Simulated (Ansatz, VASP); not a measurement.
**ZrC: VASP beside Ansatz**

Contents of INCAR:

```
PREC     = Accurate       # precision mode
ENCUT    = 520            # plane-wave cutoff, eV
EDIFF    = 1E-7           # SCF threshold, eV
ISMEAR   = 0              # smearing method
SIGMA    = 0.15           # smearing width, eV
LREAL    = False          # projectors in reciprocal space
LASPH    = True           # aspherical terms in the spheres
NELM     = 60             # most SCF steps
ALGO     = Normal         # electronic algorithm
ISIF     = 2              # what is computed and relaxed
LWAVE    = False          # write WAVECAR
LCHARG   = False          # write CHGCAR
GGA      = PS             # functional
NBANDS   = 15             # bands
```

File KPOINTS:

```
regular mesh
0
Gamma
  18 18 18
```

File POSCAR:

```
ZrC
1.0
    0.0000000000      2.3502100000      2.3502100000
    2.3502100000      0.0000000000      2.3502100000
    2.3502100000      2.3502100000      0.0000000000
Zr C
1 1
Direct
    0.4435869469      0.5564130531      0.5000000000
    0.0000000000      0.0000000000      0.0000000000
```

Input for Ansatz:

```yaml
crystal:
  lattice:
    - [0.0, 2.35021, 2.35021]
    - [2.35021, 0.0, 2.35021]
    - [2.35021, 2.35021, 0.0]
  atoms:
    - { symbol: Zr, position: [0.4435869469, 0.5564130531, 0.5] }
    - { symbol: C, position: [0.0, 0.0, 0.0] }
basis:
  ecutwfc: 420
kpoints:
  mp_grid: { grid: [18, 18, 18] }
hamiltonian:
  xc: pbesol
scf:
  occupations: { method: gaussian, width: 0.15 }
output:
  forces: true
  stress: true
  eigenvalues: true
```

Change from the starting cell: all Zr atoms moved +0.188 Å, as atom 1 along Cartesian [1 -1 0].

Alike in both runs: task single point; functional PBEsol; k mesh 18 × 18 × 18; occupations gaussian, width 0.15 eV; no spin polarisation.

|  | VASP | Ansatz |
| --- | --- | --- |
| version | VASP 6.6.1 | Ansatz 0.2.0 |
| potentials or method | VASP PAW PBE potentials, release 64 (Zr_sv, C), cutoff 520 eV | scalar-relativistic, plane waves, PAW |
| valence electrons in the cell | 16 | 16 |

Ansatz gave:

```
gap on the k mesh at the Fermi level (eV)                     : none
pressure (GPa)                                                : -1.8
traceless stress, the component that is largest in VASP (GPa) : -3.30
rms of the force components (eV/Å)                            : 0.714
```

Problem. Which values does VASP return?

Solution. gap on the k mesh at the Fermi level (eV): none; pressure (GPa): -1.5; traceless stress, the component that is largest in VASP (GPa): -3.31; rms of the force components (eV/Å): 0.719.

VASP's potentials were made for PBE, not for PBEsol. Atom by atom the forces differ by 0.006 eV/Å (rms over components). A gap of «none» marks a metal or a gap that the smearing closes.
